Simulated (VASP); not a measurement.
# K (Im-3m) in VASP: notebook

The runs below take K through relaxation of cell and atoms, single point, with PBEsol+D4, PBE.

All numbers are computed with VASP 6.6.1; they aren't measurements. Logs are shortened: lines on timing, memory, paths and dates and some standing lists are left out, and cuts for length are marked.

### Step 1. The cell of the first run

It takes space group Im-3m (No. 229, cubic). The conventional cell has a = 5.395 Å, b = 5.395 Å, c = 5.395 Å, α = 90.00°, β = 90.00°, γ = 90.00°.

### Step 2. Relaxation of cell and atoms, PBEsol+D4

INCAR

```
PREC = Accurate ; ENCUT = 600
EDIFF = 1E-7 ; ISMEAR = -1
SIGMA = 0.05 ; LREAL = F
LASPH = T ; NELM = 80
ALGO = Fast ; ISIF = 3
LWAVE = F ; LCHARG = F
GGA = PS ; IVDW = 13
IBRION = 2 ; NSW = 60
EDIFFG = -0.01
```

KPOINTS

```
regular mesh
0
Gamma
  7 7 7
```

POSCAR

```
K
1.0
   -2.6975585167      2.6975585167      2.6975585167
    2.6975585167     -2.6975585167      2.6975585167
    2.6975585167      2.6975585167     -2.6975585167
K
1
Direct
    0.0000000000      0.0000000000      0.0000000000
```

Potentials or basis: VASP PAW PBE potentials, release 64 (K_sv).

Run with:

```sh
$ cat potpaw_PBE.64/K_sv/POTCAR > POTCAR
$ mpirun -np 1 vasp_std > vasp.out
```

OUTCAR:

```text
PREC = Accurate
   ENCUT = 600
   EDIFF = 1E-7
   ISMEAR = -1
   LREAL = F
   LASPH = T
   NELM = 80
   ISIF = 3
   GGA = PS
   IVDW = 13
   IBRION = 2
   NSW = 60
   EDIFFG = -0.01

 ion  position               nearest neighbor table
   1  0.000  0.000  0.000-

  LATTYP: Found a body centered cubic cell.
 ALAT       =     5.3951170334

  Lattice vectors:

 A1 = (  -2.6975585167,   2.6975585167,   2.6975585167)
 A2 = (   2.6975585167,  -2.6975585167,   2.6975585167)
 A3 = (   2.6975585167,   2.6975585167,  -2.6975585167)

Analysis of symmetry for initial positions (statically):
=====================================================================
 Subroutine PRICEL returns:
 Original cell was already a primitive cell.

 Routine SETGRP: Setting up the symmetry group for a
 body centered cubic supercell.

 Subroutine GETGRP returns: Found 48 space group operations
 (whereof 48 operations were pure point group operations)
 out of a pool of 48 trial point group operations.

The static configuration has the point symmetry O_h .

Analysis of symmetry for dynamics (positions and initial velocities):
=====================================================================
 Subroutine PRICEL returns:
 Original cell was already a primitive cell.

 Routine SETGRP: Setting up the symmetry group for a
 body centered cubic supercell.

 Subroutine GETGRP returns: Found 48 space group operations
 (whereof 48 operations were pure point group operations)
 out of a pool of 48 trial point group operations.

The dynamic configuration has the point symmetry O_h .

 Subroutine INISYM returns: Found 48 space group operations
 (whereof 48 operations are pure point group operations),
 and found     1 'primitive' translations

----------------------------------------------------------------------------------------

                                     Primitive cell

  volume of cell :      78.5186

  direct lattice vectors                    reciprocal lattice vectors
    -2.697558517  2.697558517  2.697558517     0.000000000  0.185352791  0.185352791
     2.697558517 -2.697558517  2.697558517     0.185352791  0.000000000  0.185352791
     2.697558517  2.697558517 -2.697558517     0.185352791  0.185352791  0.000000000

  length of vectors
     4.672308407  4.672308407  4.672308407     0.262128431  0.262128431  0.262128431

  position of ions in fractional coordinates (direct lattice)
     0.000000000  0.000000000  0.000000000

  ion indices of the primitive-cell ions
   primitive index   ion index
                 1           1

----------------------------------------------------------------------------------------

 KPOINTS: regular mesh

Automatic generation of k-mesh.
 Grid dimensions read from file:
 generate k-points for:    7    7    7

 Generating k-lattice:

  Cartesian coordinates                     Fractional coordinates (reciprocal lattice)
     0.000000000  0.026478970  0.026478970     0.142857143  0.000000000  0.000000000
     0.026478970  0.000000000  0.026478970     0.000000000  0.142857143  0.000000000
     0.026478970  0.026478970  0.000000000     0.000000000  0.000000000  0.142857143

  Length of vectors
     0.037446919  0.037446919  0.037446919

  Shift w.r.t. Gamma in fractional coordinates (k-lattice)
     0.000000000  0.000000000  0.000000000

 Subroutine IBZKPT returns following result:
 ===========================================

 Found     20 irreducible k-points:

 Following reciprocal coordinates:
            Coordinates               Weight
  0.000000  0.000000  0.000000      1.000000
  0.142857  0.000000  0.000000     12.000000
  0.285714  0.000000  0.000000     12.000000
  0.428571  0.000000  0.000000     12.000000
  0.142857  0.142857  0.000000     24.000000
  0.285714  0.142857 -0.000000     48.000000
[... 12 lines left out ...]
 -0.428571 -0.428571  0.285714      8.000000
 -0.428571  0.428571  0.428571      6.000000
   k-points           NKPTS =     20   k-points in BZ     NKDIM =     20   number of bands    NBANDS=      8
   number of dos      NEDOS =    301   number of ions     NIONS =      1
   total plane-waves  NPLWV =  64000
   dimension x,y,z NGX =    40 NGY =   40 NGZ =   40
   dimension x,y,z NGXF=    80 NGYF=   80 NGZF=   80
   ions per type =               1
   NGX,Y,Z   is equivalent  to a cutoff of  14.23, 14.23, 14.23 a.u.
   NGXF,Y,Z  is equivalent  to a cutoff of  28.46, 28.46, 28.46 a.u.
 SYSTEM =  unknown system
   PREC   = accura    normal or accurate (medium, high low for compatibility)
   ISTART =      0    job   : 0-new  1-cont  2-samecut
   ICHARG =      2    charge: 1-file 2-atom 10-const
   ISPIN  =      1    spin polarized calculation?
   LNONCOLLINEAR =      F non collinear calculations
   LSORBIT =      F    spin-orbit coupling
   LASPH  =      T    aspherical Exc in radial PAW
   ENCUT  =  600.0 eV  44.10 Ry    6.64 a.u.   9.33  9.33  9.33*2*pi/ulx,y,z
   NELM   =     80;   NELMIN=  2; NELMDL= -5     # of ELM steps
   EDIFF  = 0.1E-06   stopping-criterion for ELM
   LREAL  =      F    real-space projection
   EDIFFG = -.1E-01   stopping-criterion for IOM
   NSW    =     60    number of steps for IOM
   IBRION =      2    ionic relax: 0-MD 1-quasi-New 2-CG
   NFREE  =      1    steps in history (QN), initial steepest desc. (CG)
   ISIF   =      3    stress and relaxation
   ISYM   =      2    0-nonsym 1-usesym 2-fastsym
   POTIM  = 0.5000    time-step for ionic-motion
   TEBEG  =    0.0;   TEEND  =   0.0 temperature during run
   PSTRESS=    0.0 pullay stress
   NELECT =       9.0000    total number of electrons
   NUPDOWN=      -1.0000    fix difference up-down
   EMIN   =  10.00;   EMAX   =-10.00  energy-range for DOS
   EFERMI =   0.00;   METHOD = LEGACY
   ISMEAR =    -1;   SIGMA  =   0.05  broadening in eV -4-tet -1-fermi 0-gaus
   EFERMI_NEDOS =   21; number of points for ismear=-14 and -15
   IALGO  =     68    algorithm
   IMIX   =      4    mixing-type and parameters
     AMIX     =   0.40;   BMIX     =  1.00
     AMIX_MAG =   1.60;   BMIX_MAG =  1.00
  volume/ion in A,a.u.               =      78.52       529.87
  Fermi-wavevector in a.u.,A,eV,Ry     =   0.795240  1.502785  8.604411  0.632406
  Thomas-Fermi vector in A             =   1.901529
   LORBIT       =      0    0 simple, 1 ext, 2 COOP (PROOUT), +10 PAW based schemes
   GGA     = PS    functional components
   LHFCALC =     F    Hartree Fock is set to
   AEXX    =    0.0000 exact exchange contribution
   IVDW    =    13    specifies the selected vdW correction
   LEPSILON=     F    determine dielectric tensor
   LRPA    =     F    only Hartree local field effects (RPA)
 conjugate gradient relaxation of ions
 non-spin polarized calculation
 RMM-DIIS sequential band-by-band and
  energy-cutoff  :      600.00
  volume of cell :       78.52
 maximum number of plane-waves:      2659
 NGX is ok and might be reduce to    40
   NGX = 19   NGY = 19   NGZ = 19

--------------------------------------- Ionic step        1  -------------------------------------------

 number of electron       9.0000001 magnetization

 Free energy of the ion-electron system (eV)
  ---------------------------------------------------
  ext. energy  EPLUGINS =         0.00000000
  ---------------------------------------------------
  free energy    TOTEN  =        -1.13035122 eV

  energy without entropy =       -1.12318337  energy(sigma->0) =       -1.12676729

------------------------ aborting loop because EDIFF is reached ----------------------------------------

  DFT-D4 for vdW energy calculation

  Edisp (eV):   -0.03640

  FORCE on cell =-STRESS in cart. coord.  units (eV):
  Direction    XX          YY          ZZ          XY          YZ          ZX
  --------------------------------------------------------------------------------------
  -------------------------------------------------------------------------------------
  Total      -0.19015    -0.19015    -0.19015     0.00000     0.00000    -0.00000
  in kB      -3.88009    -3.88009    -3.88009     0.00000     0.00000    -0.00000
  external pressure =       -3.88 kB  Pullay stress =        0.00 kB
[... 94 lines left out ...]
  FREE ENERGIE OF THE ION-ELECTRON SYSTEM (eV)
  ---------------------------------------------------
  free  energy   TOTEN  =        -1.1785434339 eV

  energy  without entropy=       -1.1716701698  energy(sigma->0) =       -1.17510680

[... ionic steps 4 to 10 ...]

--------------------------------------- Ionic step       11  -------------------------------------------

 number of electron       9.0000000 magnetization

------------------------ aborting loop because EDIFF is reached ----------------------------------------

  DFT-D4 for vdW energy calculation

  Edisp (eV):   -0.04067
[... 67 lines left out ...]
  energy  without entropy=       -1.1722941004  energy(sigma->0) =       -1.17570684

--------------------------------------- Ionic step       13  -------------------------------------------

 number of electron       9.0000000 magnetization

 Free energy of the ion-electron system (eV)
  ---------------------------------------------------
  ext. energy  EPLUGINS =         0.00000000
  ---------------------------------------------------
  free energy    TOTEN  =        -1.13842880 eV

  energy without entropy =       -1.13160456  energy(sigma->0) =       -1.13501668

 E-fermi :  -0.0703     XC(G=0):  -5.8228

 val. band max:       -0.1374886194   @ k =  -0.2857   0.4286   0.1429
 cond. band min:       0.0669986813   @ k =  -0.4286   0.4286   0.1429
 fundamental gap:      0.2044873006
 Fermi energy:        -0.0702619973

 k-point     1 :       0.0000    0.0000    0.0000
  band No.  band energies     occupation
      1     -32.0200      2.00000
      2     -15.5263      2.00000
      3     -15.5263      2.00000
      4     -15.5263      2.00000
      5      -2.2885      2.00000
      6       4.2863      0.00000
      7       4.2863      0.00000
      8       4.2863      0.00000
[... 239 lines left out ...]
  FREE ENERGIE OF THE ION-ELECTRON SYSTEM (eV)
  ---------------------------------------------------
  free  energy   TOTEN  =        -1.1791251844 eV

  energy  without entropy=       -1.1723009450  energy(sigma->0) =       -1.17571306

 reached required accuracy - stopping structural energy minimisation
```

It took 2.9 min on 1 thread of AMD EPYC 7R13 (Zen 3), shared host; peak memory 0.21 GiB.

What came out:

- Free energy: -1.1791 eV
- Relaxed volume: 69.95 Å³/atom
- Relaxed cell: a = 4.496 Å, b = 4.496 Å, c = 4.496 Å, α = 109.47°, β = 109.47°, γ = 109.47°
- Space group after relaxing (to 0.05 Å): Im-3m (No. 229)
- Energy gained by relaxing: 12.4 meV/atom
- Ionic steps: 13
- Pressure after relaxing: 0.0 GPa
- Dispersion energy per atom: -0.041 eV

Step by step:
```
step  energy change (eV)  largest force (eV/Å)  pressure (GPa)  volume (Å³)
   1              0.0000                0.0000           -0.39        78.52
   2             -0.0047                0.0000           -0.32        76.38
   3             -0.0118                0.0000           -0.11        71.21
   4              0.0129                0.0000            0.07        68.98
   5             -0.0123                0.0000            0.48        69.83
   6             -0.0119                0.0000           -0.09        70.95
   7             -0.0122                0.0000           -0.07        70.39
   8             -0.0123                0.0000           -0.04        70.11
   9             -0.0123                0.0000           -0.05        70.09
  10             -0.0124                0.0000           -0.03        70.01
  11             -0.0124                0.0000           -0.04        70.00
  12             -0.0124                0.0000           -0.04        69.99
  13             -0.0124                0.0000           -0.02        69.95
```

Final structure:
```yaml
crystal:
  lattice:
    - [-2.59568, 2.59568, 2.59568]
    - [2.59568, -2.59568, 2.59568]
    - [2.59568, 2.59568, -2.59568]
  atoms:
    - { symbol: K, position: [0.00000, 0.00000, 0.00000] }
```

Levels at points of the mesh, in eV from the Fermi level:
| k point | band 3 | band 4 | band 5 | band 6 | band 7 | band 8 |
| --- | --- | --- | --- | --- | --- | --- |
| (0.00, 0.00, 0.00) | -15.46 | -15.46 | -2.22 | 4.36 | 4.36 | 4.36 |

Caveat: the PAW data sets were made with another functional, which shifts forces and pressure a little; pairwise dispersion overbinds metals, which lowers pressure and volume.

### Step 3. Single point, PBE (volume scaled by 0.94)

INCAR

```
SYSTEM = K
PREC = Accurate
ENCUT = 520
EDIFF = 1E-6
ISMEAR = -1
SIGMA = 0.05
LREAL = .FALSE.
LASPH = .TRUE.
NELM = 60
ALGO = Normal
ISIF = 2
LWAVE = .FALSE.
LCHARG = .FALSE.
GGA = PE
NBANDS = 10
```

KPOINTS

```
regular mesh
0
G
  7 7 7
  0 0 0
```

POSCAR

```
K
1.0
   -2.6424908504      2.6424908504      2.6424908504
    2.6424908504     -2.6424908504      2.6424908504
    2.6424908504      2.6424908504     -2.6424908504
K
1
Direct
    0.0000000000      0.0000000000      0.0000000000
```

Potentials or basis: VASP PAW PBE potentials, release 64 (K_sv).

Run with:

```sh
$ cat potpaw_PBE.64/K_sv/POTCAR > POTCAR
$ mpirun -np 1 vasp_std > vasp.out
```

Wall time 11 s (1 thread of Intel Xeon Platinum 8259CL at 2.50GHz (Skylake/Cascade Lake), shared host); peak memory 0.19 GiB.

It converged, with:

| Quantity | Value |
| --- | --- |
| Free energy | -1.0523 eV |
| Pressure | 0.0 GPa |

Levels at points of the mesh, in eV from the Fermi level:
```
           k point  band 1  band 2  band 3  band 4  band 5  band 6  band 7  band 8  band 9  band 10
(0.00, 0.00, 0.00)  -32.13  -15.58  -15.58  -15.58   -2.14    4.30    4.30    4.30    5.21     5.21
```

Caveat: the cell differs from its parent crystal (volume scaled by 0.94).

### Step 4. Single point, PBE (volume scaled by 0.98)

INCAR

```
ALGO = Normal ; EDIFF = 1E-7
ENCUT = 520 ; GGA = PE
ISIF = 2 ; ISMEAR = -1
LASPH = True ; LCHARG = False
LREAL = False ; LWAVE = False
NBANDS = 10 ; NELM = 80
PREC = Accurate ; SIGMA = 0.05
```

KPOINTS

```
k-points
0
Gamma
  7 7 7
```

POSCAR

```
K
1.0
   -2.6794535516      2.6794535516      2.6794535516
    2.6794535516     -2.6794535516      2.6794535516
    2.6794535516      2.6794535516     -2.6794535516
K
1
Direct
    0.0000000000      0.0000000000      0.0000000000
```

Run with:

```sh
$ cat potpaw_PBE.64/K_sv/POTCAR > POTCAR
$ mpirun -np 1 vasp_std > vasp.out
```

It took 11 s on 1 thread of Intel Xeon Platinum 8259CL at 2.50GHz (Skylake/Cascade Lake), shared host; peak memory 0.19 GiB.

Results (log left out):

```yaml
Free_energy: -1.0509 eV
Pressure: -0.2 GPa
```

Levels at points of the mesh, in eV from the Fermi level:
```
           k point  band 1  band 2  band 3  band 4  band 5  band 6  band 7  band 8  band 9  band 10
(0.00, 0.00, 0.00)  -32.15  -15.61  -15.61  -15.61   -2.09    4.26    4.26    4.26    5.14     5.14
```

Caveat: the cell differs from its parent crystal (volume scaled by 0.98).

### Step 5. Single point, PBE (volume scaled by 1.02)

INCAR

```
PREC = Accurate ; ENCUT = 520
EDIFF = 1E-7 ; ISMEAR = -1
SIGMA = 0.05 ; LREAL = False
LASPH = True ; NELM = 60
ALGO = Normal ; ISIF = 2
LWAVE = False ; LCHARG = False
GGA = PE ; NBANDS = 10
```

KPOINTS

```
regular mesh
0
Gamma
  7 7 7
```

POSCAR

```
K
1.0
   -2.7154236633      2.7154236633      2.7154236633
    2.7154236633     -2.7154236633      2.7154236633
    2.7154236633      2.7154236633     -2.7154236633
K
1
Direct
    0.0000000000      0.0000000000      0.0000000000
```

Potentials or basis: VASP PAW PBE potentials, release 64 (K_sv).

Run with:

```sh
$ cat potpaw_PBE.64/K_sv/POTCAR > POTCAR
$ mpirun -np 1 vasp_std > vasp.out
```

OUTCAR:

```text
PREC = Accurate
   ENCUT = 520
   EDIFF = 1E-7
   ISMEAR = -1
   LREAL = False
   LASPH = True
   NELM = 60
   ISIF = 2
   GGA = PE

 ion  position               nearest neighbor table
   1  0.000  0.000  0.000-

  LATTYP: Found a body centered cubic cell.
 ALAT       =     5.4308473266

  Lattice vectors:

 A1 = (  -2.7154236633,   2.7154236633,   2.7154236633)
[... 431 lines left out ...]
      7       2.9550      0.00000
      8       2.9550      0.00000
      9       2.9804      0.00000
     10       5.2300      0.00000

------------------------ aborting loop because EDIFF is reached ----------------------------------------

  FORCE on cell =-STRESS in cart. coord.  units (eV):
  Direction    XX          YY          ZZ          XY          YZ          ZX
  --------------------------------------------------------------------------------------
  -------------------------------------------------------------------------------------
  Total       -0.1328376     -0.1328376     -0.1328376      0.0000000      0.0000000     -0.0000000
  in kB       -2.6574113     -2.6574113     -2.6574113      0.0000000      0.0000000     -0.0000000
  external PRESSURE =      -2.6574113 kB  Pullay stress =       0.0000000 kB

 VOLUME and BASIS-vectors are now :
 -----------------------------------------------------------------------------
  energy-cutoff  :      520.00
  volume of cell :       80.09
      direct lattice vectors                 reciprocal lattice vectors
    -2.715423663  2.715423663  2.715423663     0.000000000  0.184133329  0.184133329
     2.715423663 -2.715423663  2.715423663     0.184133329  0.000000000  0.184133329
     2.715423663  2.715423663 -2.715423663     0.184133329  0.184133329  0.000000000

 POSITION                                       TOTAL-FORCE (eV/Angst)
 -----------------------------------------------------------------------------------
      0.00000      0.00000      0.00000         0.000000      0.000000      0.000000
 -----------------------------------------------------------------------------------
    total drift:                               -0.000000      0.000000      0.000000

  FREE ENERGIE OF THE ION-ELECTRON SYSTEM (eV)
  ---------------------------------------------------
  free  energy   TOTEN  =        -1.0469533997 eV

  energy  without entropy=       -1.0397247811  energy(sigma->0) =       -1.04333909
```

OSZICAR:

```text
N       E                     dE             d eps       ncg     rms          rms(c)
DAV:   1     0.495477752709E+02    0.49548E+02   -0.34727E+03   400   0.680E+02
DAV:   2     0.818921037154E+00   -0.48729E+02   -0.48256E+02   428   0.194E+02
DAV:   3    -0.960546384313E+00   -0.17795E+01   -0.17760E+01   624   0.307E+01
DAV:   4    -0.104432936181E+01   -0.83783E-01   -0.83474E-01   538   0.471E+00
DAV:   5    -0.104585921609E+01   -0.15299E-02   -0.15297E-02   614   0.475E-01    0.177E+00
DAV:   6    -0.104632289971E+01   -0.46368E-03   -0.11965E-03   594   0.225E-01    0.109E+00
DAV:   7    -0.104687012299E+01   -0.54722E-03   -0.26294E-03   602   0.330E-01    0.531E-02
DAV:   8    -0.104694551510E+01   -0.75392E-04   -0.11712E-04   502   0.128E-01    0.158E-02
DAV:   9    -0.104695358482E+01   -0.80697E-05   -0.16604E-05   582   0.255E-02    0.629E-03
DAV:  10    -0.104695343496E+01    0.14986E-06   -0.85706E-07   642   0.698E-03    0.827E-04
DAV:  11    -0.104695339967E+01    0.35294E-07   -0.25779E-08   336   0.121E-03
   1 F= -.10469534E+01 E0= -.10433391E+01  d E =-.722862E-02
```

It took 12 s on 1 thread of Intel Xeon Platinum 8259CL at 2.50GHz (Skylake/Cascade Lake), shared host; peak memory 0.19 GiB.

What came out:

* Free energy: -1.0470 eV
* Pressure: -0.3 GPa

Caveat: the cell differs from its parent crystal (volume scaled by 1.02).

### Step 6. The runs side by side

| task | level | cell | cutoff (eV) | gap on the mesh (eV) | pressure (GPa) |
| --- | --- | --- | --- | --- | --- |
| relaxation of cell and atoms | PBEsol+D4 | relaxed from a = 4.672 Å, angles 109.5°, 1 atom | 600 | none | 0.0 |
| single point | PBE | a = 4.577 Å, angles 109.5°, 1 atom | 520 | none | 0.0 |
| single point | PBE | a = 4.641 Å, angles 109.5°, 1 atom | 520 | none | -0.2 |
| single point | PBE | a = 4.703 Å, angles 109.5°, 1 atom | 520 | none | -0.3 |

Alike in all rows: potentials or basis VASP PAW PBE potentials, release 64 (K_sv); no spin polarisation; k mesh 7 × 7 × 7; smearing fermi-dirac 0.05 eV.

Caveats: the PAW data sets were made with another functional, which shifts forces and pressure a little (some runs); pairwise dispersion overbinds metals, which lowers pressure and volume (some runs).

Total energies depend on the potentials used, so only differences within one code and one set of settings carry meaning.
